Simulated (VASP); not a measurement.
# MgO (P1) in VASP: a series of runs

The runs below take MgO through single point, with PBEsol.

Program: VASP 6.6.1. These are calculated values, not measurements. Logs are shortened: lines on timing, memory, paths and dates and some standing lists are left out, and cuts for length are marked.

### Step 1. The cell of the first run

The typed cell holds 8 atoms: a = 3.303 Å, b = 3.303 Å, c = 10.039 Å, α = 90.00°, β = 90.00°, γ = 120.00°.

### Step 2. Single point, PBEsol (atoms displaced along several vibrational modes)

Contents of INCAR:

```
ALGO = Normal
EDIFF = 1E-6
ENCUT = 600
GGA = PS
GGA_COMPAT = F
ISIF = 2
ISMEAR = 0
LASPH = T
LCHARG = T
LELF = T
LREAL = F
LVHAR = T
LWAVE = F
NBANDS = 26
NELM = 120
PREC = Accurate
SIGMA = 0.05
```

Contents of KPOINTS:

```
k-points
0
Gamma
  9 9 4
```

Contents of POSCAR:

```
MgO
1.0
    3.3034678071      0.0000000000      0.0000000000
   -1.6517339036      2.8608870415      0.0000000000
    0.0000000000      0.0000000000     10.0387760228
Mg O
4 4
Direct
    0.2098267567      0.6666666667     -0.0038786962
    0.4568399100      0.6666666667      0.5075370382
    0.5960886011      0.3333333333      0.2496368060
    0.7372447323      0.3333333333      0.7540215360
    0.2588156863      0.6666666667      0.1952830690
    0.4078509804      0.6666666667      0.7056585890
    0.7823475373      0.3333333333      0.4528562646
    0.5509857961      0.3333333333      0.9480853934
```

Potentials or basis: VASP PAW PBE potentials, release 64 (Mg, O).

Command:

```sh
$ cat potpaw_PBE.64/Mg/POTCAR potpaw_PBE.64/O/POTCAR > POTCAR
$ mpirun -np 1 vasp_std > vasp.out
```

OUTCAR:

```text
EDIFF = 1E-6
   ENCUT = 600
   GGA = PS
   ISIF = 2
   ISMEAR = 0
   LASPH = T
   LREAL = F
   NELM = 120
   PREC = Accurate

 ion  position               nearest neighbor table
   1  0.210  0.667  0.996-   8 1.95   8 1.97   8 1.99   5 2.01   4 2.80   3 3.09   4 3.16   3 3.19
                             3 3.27   4 3.47
   2  0.457  0.667  0.508-   7 1.96   7 1.98   6 2.00   7 2.01   3 2.94   4 3.04   4 3.13   4 3.22
                             3 3.28   3 3.59
   3  0.596  0.333  0.250-   5 1.97   5 1.98   5 1.99   7 2.13   2 2.94   1 3.09   1 3.19   1 3.27
                             2 3.28   2 3.59
   4  0.737  0.333  0.754-   6 1.96   6 1.97   6 1.98   8 2.04   1 2.80   2 3.04   2 3.13   1 3.16
                             2 3.22   1 3.47
   5  0.259  0.667  0.195-   3 1.97   3 1.98   3 1.99   1 2.01
   6  0.408  0.667  0.706-   4 1.96   4 1.97   4 1.98   2 2.00
   7  0.782  0.333  0.453-   2 1.96   2 1.98   2 2.01   3 2.13
   8  0.551  0.333  0.948-   1 1.95   1 1.97   1 1.99   4 2.04

  LATTYP: Found a hexagonal cell.
 ALAT       =     3.3034678071
 C/A-ratio  =     3.0388599523

  Lattice vectors:

 A1 = (   3.3034678071,   0.0000000000,   0.0000000000)
 A2 = (  -1.6517339036,   2.8608870415,   0.0000000000)
 A3 = (   0.0000000000,   0.0000000000,  10.0387760228)

Analysis of symmetry for initial positions (statically):
=====================================================================
 Subroutine PRICEL returns:
 Original cell was already a primitive cell.

 Routine SETGRP: Setting up the symmetry group for a
 hexagonal supercell.

 Subroutine GETGRP returns: Found  1 space group operations
 (whereof  1 operations were pure point group operations)
 out of a pool of 24 trial point group operations.

The static configuration has the point symmetry C_1 .

Analysis of symmetry for dynamics (positions and initial velocities):
=====================================================================
 Subroutine PRICEL returns:
 Original cell was already a primitive cell.

 Routine SETGRP: Setting up the symmetry group for a
 hexagonal supercell.

 Subroutine GETGRP returns: Found  1 space group operations
 (whereof  1 operations were pure point group operations)
 out of a pool of 24 trial point group operations.

The dynamic configuration has the point symmetry C_1 .

[... 112 lines left out ...]
   EDIFFG = 0.1E-04   stopping-criterion for IOM
   NSW    =      0    number of steps for IOM
   IBRION =     -1    ionic relax: 0-MD 1-quasi-New 2-CG
   NFREE  =      0    steps in history (QN), initial steepest desc. (CG)
   ISIF   =      2    stress and relaxation
   ISYM   =      2    0-nonsym 1-usesym 2-fastsym
   POTIM  = 0.5000    time-step for ionic-motion
   TEBEG  =    0.0;   TEEND  =   0.0 temperature during run
   PSTRESS=    0.0 pullay stress
   NELECT =      32.0000    total number of electrons
   NUPDOWN=      -1.0000    fix difference up-down
   EMIN   =  10.00;   EMAX   =-10.00  energy-range for DOS
   EFERMI =   0.00;   METHOD = LEGACY
   ISMEAR =     0;   SIGMA  =   0.05  broadening in eV -4-tet -1-fermi 0-gaus
   EFERMI_NEDOS =   21; number of points for ismear=-14 and -15
   IALGO  =     38    algorithm
   IMIX   =      4    mixing-type and parameters
     AMIX     =   0.40;   BMIX     =  1.00
     AMIX_MAG =   1.60;   BMIX_MAG =  1.00
  volume/ion in A,a.u.               =      11.86        80.03
  Fermi-wavevector in a.u.,A,eV,Ry     =   1.139570  2.153475 17.668792  1.298620
  Thomas-Fermi vector in A             =   2.276273
   LORBIT       =      0    0 simple, 1 ext, 2 COOP (PROOUT), +10 PAW based schemes
   GGA     = PS    functional components
   LHFCALC =     F    Hartree Fock is set to
   AEXX    =    0.0000 exact exchange contribution
   IVDW    =     0    specifies the selected vdW correction
   LEPSILON=     F    determine dielectric tensor
   LRPA    =     F    only Hartree local field effects (RPA)
 non-spin polarized calculation
 Gauss-broadening in eV      SIGMA  =   0.05
  energy-cutoff  :      600.00
  volume of cell :       94.87
 maximum number of plane-waves:      3244
   NGX = 13   NGY = 13   NGZ = 41

 number of electron      31.9999999 magnetization

 Free energy of the ion-electron system (eV)
  ---------------------------------------------------
  ext. energy  EPLUGINS =         0.00000000
  ---------------------------------------------------
  free energy    TOTEN  =       -48.49545058 eV

  energy without entropy =      -48.49545058  energy(sigma->0) =      -48.49545058

 E-fermi :   1.4903     XC(G=0):  -9.9766

 val. band max:        1.2646977701   @ k =   0.0000   0.0000   0.0000
 cond. band min:       4.1998137826   @ k =   0.0000   0.0000   0.0000
 fundamental gap:      2.9351160124
 Fermi energy:         1.4903370867

 k-point     1 :       0.0000    0.0000    0.0000
  band No.  band energies     occupation
      1     -15.1710      2.00000
      2     -14.7124      2.00000
      3     -14.6968      2.00000
      4     -14.2566      2.00000
      5      -2.2880      2.00000
      6      -1.0261      2.00000
[... 685 lines left out ...]
     25      13.0400      0.00000
     26      14.0492      0.00000

 [... further k-points ...]

------------------------ aborting loop because EDIFF is reached ----------------------------------------

  FORCE on cell =-STRESS in cart. coord.  units (eV):
  Direction    XX          YY          ZZ          XY          YZ          ZX
  --------------------------------------------------------------------------------------
  -------------------------------------------------------------------------------------
  Total       -2.3619034     -0.3395639      0.7295808     -0.0432084      0.0016963      0.3048081
  in kB      -39.8860619     -5.7343015     12.3206168     -0.7296714      0.0286466      5.1473711
  external PRESSURE =     -11.0999155 kB  Pullay stress =       0.0000000 kB

 VOLUME and BASIS-vectors are now :
 -----------------------------------------------------------------------------
  energy-cutoff  :      600.00
  volume of cell :       94.87
      direct lattice vectors                 reciprocal lattice vectors
     3.303467807  0.000000000  0.000000000     0.302712198  0.174770969  0.000000000
    -1.651733904  2.860887041  0.000000000     0.000000000  0.349541938  0.000000000
     0.000000000  0.000000000 10.038776023     0.000000000  0.000000000  0.099613738

 POSITION                                       TOTAL-FORCE (eV/Angst)
 -----------------------------------------------------------------------------------
     -0.40800      1.90726      9.99984         0.688130      0.197293      0.773138
      0.40800      1.90726      5.09505        -0.582739      0.143305     -0.000723
      1.41858      0.95363      2.50605         0.355401     -0.145630      0.108605
      1.88489      0.95363      7.56945        -0.373423     -0.209253      0.024567
     -0.24617      1.90726      1.96040         0.165496      0.110022      0.045270
      0.24617      1.90726      7.08395        -0.278021      0.158400     -0.409075
      2.03388      0.95363      4.54612        -0.387030     -0.105227     -0.255136
      1.26959      0.95363      9.51762         0.412185     -0.148912     -0.286644
 -----------------------------------------------------------------------------------
    total drift:                               -0.000119     -0.000047      0.000802

  FREE ENERGIE OF THE ION-ELECTRON SYSTEM (eV)
  ---------------------------------------------------
  free  energy   TOTEN  =       -48.4954505833 eV

  energy  without entropy=      -48.4954505833  energy(sigma->0) =      -48.49545058
```

OSZICAR:

```text
N       E                     dE             d eps       ncg     rms          rms(c)
DAV:   1     0.166905512778E+03    0.16691E+03   -0.16251E+04  8476   0.122E+03
DAV:   2    -0.427345118362E+02   -0.20964E+03   -0.19713E+03 11228   0.250E+02
DAV:   3    -0.561501524382E+02   -0.13416E+02   -0.13344E+02 10748   0.649E+01
DAV:   4    -0.562420763294E+02   -0.91924E-01   -0.91887E-01  9392   0.620E+00
DAV:   5    -0.562426347949E+02   -0.55847E-03   -0.55838E-03 10266   0.483E-01    0.154E+01
DAV:   6    -0.487264749151E+02    0.75162E+01   -0.27944E+01  9492   0.301E+01    0.551E+00
DAV:   7    -0.485695943210E+02    0.15688E+00   -0.45825E-01  8938   0.443E+00    0.316E+00
DAV:   8    -0.484984475306E+02    0.71147E-01   -0.20528E-01  9708   0.412E+00    0.595E-01
DAV:   9    -0.484943980415E+02    0.40495E-02   -0.14885E-02 10402   0.801E-01    0.169E-01
DAV:  10    -0.484954869709E+02   -0.10889E-02   -0.17013E-03  9156   0.239E-01    0.823E-02
DAV:  11    -0.484954449022E+02    0.42069E-04   -0.21703E-04 10558   0.128E-01    0.175E-02
DAV:  12    -0.484954495938E+02   -0.46916E-05   -0.43451E-05  9966   0.540E-02    0.680E-03
DAV:  13    -0.484954505833E+02   -0.98946E-06   -0.34577E-06  9728   0.143E-02
   1 F= -.48495451E+02 E0= -.48495451E+02  d E =-.125105E-12
```

Wall time 2.9 min (1 thread of Intel Xeon 6975P-C (Granite Rapids), shared host); peak memory 0.52 GiB.

Results:

| Quantity | Value |
| --- | --- |
| Free energy | -48.4955 eV |
| Pressure | -1.1 GPa |
| Largest force | 1.054 eV/Å |
| Band gap on the k mesh | 2.94 eV |

Forces on the atoms (eV/Å):
```
Mg   0.688  0.197  0.773
Mg  -0.583  0.143 -0.001
Mg   0.355 -0.146  0.109
Mg  -0.373 -0.209  0.025
O    0.165  0.110  0.045
O   -0.278  0.158 -0.409
O   -0.387 -0.105 -0.255
O    0.412 -0.149 -0.287
```

Levels at points of the mesh, in eV from the valence-band top:
```csv
k point,band 12,band 13,band 14,band 15,band 16,band 17,band 18,band 19,band 20,band 21
"(0.00, 0.00, 0.00)",-0.76,-0.73,-0.56,-0.54,0.00,2.94,5.32,5.59,7.97,9.70
"(0.00, 0.00, 0.50)",-0.77,-0.76,-0.65,-0.53,-0.48,3.77,3.94,6.98,7.05,10.66
```

Caveat: the cell differs from its parent crystal (atoms displaced along several vibrational modes); the stress differs along the axes, from -4 to 1 GPa; the PAW data sets were made with another functional, which shifts forces and pressure a little. A k mesh can miss the band edges.

### Step 3. Single point, PBEsol (atoms displaced along several vibrational modes)

Contents of INCAR:

```
ALGO = Normal ; EDIFF = 1E-6
ENCUT = 600 ; GGA = PS
GGA_COMPAT = F ; ISIF = 2
ISMEAR = 0 ; LASPH = T
LCHARG = T ; LELF = T
LREAL = F ; LVHAR = T
LWAVE = F ; NBANDS = 26
NELM = 120 ; PREC = Accurate
SIGMA = 0.05
```

KPOINTS is that of step 2.

Contents of POSCAR:

```
MgO
1.0
    3.3034678071      0.0000000000      0.0000000000
   -1.6517339036      2.8608870415      0.0000000000
    0.0000000000      0.0000000000     10.0387760228
Mg O
4 4
Direct
    0.2921644744      0.6666666667     -0.0038786962
    0.3745021922      0.6666666667      0.5075370382
    0.6431406448      0.3333333333      0.2496368060
    0.6901926885      0.3333333333      0.7540215360
    0.3084941176      0.6666666667      0.1952830690
    0.3581725490      0.6666666667      0.7056585890
    0.7052269569      0.3333333333      0.4528562646
    0.6281063765      0.3333333333      0.9480853934
```

Potentials or basis: VASP PAW PBE potentials, release 64 (Mg, O).

Command:

```sh
$ cat potpaw_PBE.64/Mg/POTCAR potpaw_PBE.64/O/POTCAR > POTCAR
$ mpirun -np 1 vasp_std > vasp.out
```

OUTCAR:

```text
EDIFF = 1E-6
   ENCUT = 600
   GGA = PS
   ISIF = 2
   ISMEAR = 0
   LASPH = T
   LREAL = F
   NELM = 120
   PREC = Accurate

 ion  position               nearest neighbor table
   1  0.292  0.667  0.996-   8 1.96   8 1.97   8 1.97   5 2.00   4 2.98   4 3.10   3 3.15   3 3.18
                             4 3.21   3 3.21
   2  0.375  0.667  0.508-   7 1.98   7 1.98   6 1.99   7 1.99   4 3.09   3 3.11   4 3.12   4 3.16
                             3 3.22   3 3.33
   3  0.643  0.333  0.250-   5 1.98   5 1.98   5 1.99   7 2.05   2 3.11   1 3.15   1 3.18   1 3.21
                             2 3.22   2 3.33
   4  0.690  0.333  0.754-   8 1.96   6 1.96   6 1.97   6 1.97   1 2.98   2 3.09   1 3.10   2 3.12
                             2 3.16   1 3.21
   5  0.308  0.667  0.195-   3 1.98   3 1.98   3 1.99   1 2.00
   6  0.358  0.667  0.706-   4 1.96   4 1.97   4 1.97   2 1.99
   7  0.705  0.333  0.453-   2 1.98   2 1.98   2 1.99   3 2.05
   8  0.628  0.333  0.948-   4 1.96   1 1.96   1 1.97   1 1.97

  LATTYP: Found a hexagonal cell.
 ALAT       =     3.3034678071
 C/A-ratio  =     3.0388599523

  Lattice vectors:

[... 197 lines left out ...]
 k-point     1 :       0.0000    0.0000    0.0000
  band No.  band energies     occupation
      1     -15.2241      2.00000
      2     -14.7846      2.00000
      3     -14.7564      2.00000
      4     -14.3327      2.00000
      5      -2.3369      2.00000
      6      -1.0622      2.00000
[... 685 lines left out ...]
     25      13.2935      0.00000
     26      14.1782      0.00000

 [... further k-points ...]

------------------------ aborting loop because EDIFF is reached ----------------------------------------

  FORCE on cell =-STRESS in cart. coord.  units (eV):
  Direction    XX          YY          ZZ          XY          YZ          ZX
  --------------------------------------------------------------------------------------
  -------------------------------------------------------------------------------------
  Total       -0.4876107     -0.2629351     -0.1008663     -0.0140766      0.0039297      0.0852421
  in kB       -8.2344049     -4.4402525     -1.7033546     -0.2377153      0.0663610      1.4395055
  external PRESSURE =      -4.7926707 kB  Pullay stress =       0.0000000 kB

 VOLUME and BASIS-vectors are now :
 -----------------------------------------------------------------------------
  energy-cutoff  :      600.00
  volume of cell :       94.87
      direct lattice vectors                 reciprocal lattice vectors
     3.303467807  0.000000000  0.000000000     0.302712198  0.174770969  0.000000000
    -1.651733904  2.860887041  0.000000000     0.000000000  0.349541938  0.000000000
     0.000000000  0.000000000 10.038776023     0.000000000  0.000000000  0.099613738

 POSITION                                       TOTAL-FORCE (eV/Angst)
 -----------------------------------------------------------------------------------
     -0.13600      1.90726      9.99984         0.251508      0.024030      0.381008
      0.13600      1.90726      5.09505        -0.209832      0.017367     -0.292431
      1.57402      0.95363      2.50605         0.133854     -0.017926      0.094707
      1.72945      0.95363      7.56945        -0.124257     -0.025785     -0.133918
     -0.08206      1.90726      1.96040         0.069819      0.013113      0.182652
      0.08206      1.90726      7.08395        -0.113792      0.018692     -0.220324
      1.77912      0.95363      4.54612        -0.143529     -0.012227     -0.081286
      1.52435      0.95363      9.51762         0.136230     -0.017263      0.069592
 -----------------------------------------------------------------------------------
    total drift:                               -0.000033     -0.000392      0.001577

  FREE ENERGIE OF THE ION-ELECTRON SYSTEM (eV)
  ---------------------------------------------------
  free  energy   TOTEN  =       -49.0107838944 eV

  energy  without entropy=      -49.0107838944  energy(sigma->0) =      -49.01078389
```

OSZICAR:

```text
N       E                     dE             d eps       ncg     rms          rms(c)
DAV:   1     0.167809344194E+03    0.16781E+03   -0.16271E+04  8476   0.123E+03
DAV:   2    -0.432487660324E+02   -0.21106E+03   -0.19829E+03 11224   0.251E+02
DAV:   3    -0.566606839199E+02   -0.13412E+02   -0.13341E+02 10814   0.646E+01
DAV:   4    -0.567536350757E+02   -0.92951E-01   -0.92918E-01  9296   0.622E+00
DAV:   5    -0.567542065650E+02   -0.57149E-03   -0.57140E-03 10488   0.488E-01    0.154E+01
DAV:   6    -0.492170473006E+02    0.75372E+01   -0.27823E+01  9590   0.302E+01    0.545E+00
DAV:   7    -0.490769095912E+02    0.14014E+00   -0.47279E-01  9040   0.438E+00    0.316E+00
DAV:   8    -0.490141323429E+02    0.62777E-01   -0.19851E-01  9726   0.411E+00    0.611E-01
DAV:   9    -0.490096774756E+02    0.44549E-02   -0.17488E-02 10476   0.861E-01    0.164E-01
DAV:  10    -0.490108384979E+02   -0.11610E-02   -0.17218E-03  9230   0.241E-01    0.859E-02
DAV:  11    -0.490107793988E+02    0.59099E-04   -0.29855E-04 10544   0.140E-01    0.176E-02
DAV:  12    -0.490107840870E+02   -0.46882E-05   -0.61669E-05 10522   0.668E-02    0.981E-03
DAV:  13    -0.490107838944E+02    0.19258E-06   -0.96876E-06  9668   0.212E-02
   1 F= -.49010784E+02 E0= -.49010784E+02  d E =-.114202E-12
```

stdout:

```text
POSCAR found type information on POSCAR MgO
 POSCAR found :  2 types and       8 ions
 scaLAPACK will be used
 -----------------------------------------------------------------------------
|                                                                             |
|                                                                             |
|     You enforced a specific xc type in the INCAR file but a different       |
|     I HOPE YOU KNOW WHAT YOU ARE DOING!                                     |
|                                                                             |
 -----------------------------------------------------------------------------

 LDA part: xc-table for (Slater+PW92), standard interpolation
 POSCAR, INCAR and KPOINTS ok, starting setup
 FFT: planning ... GRIDC
 FFT: planning ... GRID_SOFT
 FFT: planning ... GRID
 WAVECAR not read
 entering main loop
```

Wall time 6.2 min (1 thread of Oxide Virtual Turin-like, shared host); peak memory 0.49 GiB.

Results:

```yaml
Free_energy: -49.0108 eV
Pressure: -0.5 GPa
Largest_force: 0.457 eV/Å
Band_gap_on_the_k_mesh: 3.29 eV
```

Forces on the atoms (eV/Å):
```
Mg   0.252  0.024  0.381
Mg  -0.210  0.017 -0.292
Mg   0.134 -0.018  0.095
Mg  -0.124 -0.026 -0.134
O    0.070  0.013  0.183
O   -0.114  0.019 -0.220
O   -0.144 -0.012 -0.081
O    0.136 -0.017  0.070
```

Levels at points of the mesh, in eV from the valence-band top:
| k point | band 14 | band 15 | band 16 | band 17 | band 18 | band 19 |
| --- | --- | --- | --- | --- | --- | --- |
| (0.00, 0.00, 0.00) | -0.37 | -0.35 | 0.00 | 3.29 | 5.79 | 5.83 |
| (0.00, 0.00, 0.50) | -0.52 | -0.38 | -0.35 | 4.09 | 4.29 | 7.36 |

Caveat: the cell differs from its parent crystal (atoms displaced along several vibrational modes); the PAW data sets were made with another functional, which shifts forces and pressure a little. A k mesh can miss the band edges.
